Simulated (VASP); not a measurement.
Runs of VASP 6.6.1 on RbBr. The structure is cubic, space group Pm-3m (No. 221). The conventional cell has a = 4.124 Å, b = 4.124 Å, c = 4.124 Å, α = 90.00°, β = 90.00°, γ = 90.00°. Rb (site symmetry m-3m) has 8 Br at 3.57 Å and 6 Rb at 4.12 Å within 4.7 Å. Br (site symmetry m-3m) has 8 Rb at 3.57 Å and 6 Br at 4.12 Å within 4.7 Å. 

| level | potentials or basis | k mesh | grid for exact exchange (PRECFOCK) | share of exact exchange | screening parameter | gap on the mesh (eV) | pressure (GPa) |
| --- | --- | --- | --- | --- | --- | --- | --- |
| r2SCAN | VASP PAW PBE potentials, release 64 (Rb_sv, Br) | 4 × 4 × 4 | - | - | - | 4.84 | 0.1 |
| LDA | VASP PAW LDA potentials, release 64 (Rb_sv, Br) | 4 × 4 × 4 | - | - | - | (a) | -1.9 |
| r2SCAN | VASP PAW PBE potentials, release 64 (Rb_sv, Br) | 6 × 6 × 6 | - | - | - | 4.84 | 0.1 |
| PBE | VASP PAW PBE potentials, release 64 (Rb_sv, Br) | 4 × 4 × 4 | - | - | - | 4.08 | (b) |
| HSE06 | VASP PAW PBE potentials, release 64 (Rb_sv, Br) | 4 × 4 × 4 | Normal | 0.25 | 0.2079 1/Å | 5.27 | 0.5 |

Alike in all rows: task single point; no spin polarisation; cell as given; cutoff (eV) 520; smearing gaussian 0.01 eV.

Fill in the values left out.

(a) 3.69; (b) 0.9.

Caveats: the PAW data sets were made with another functional, which shifts forces and pressure a little (at least some runs).

A k mesh can miss the band edges, and the runs leave out spin-orbit coupling on Br, Rb.
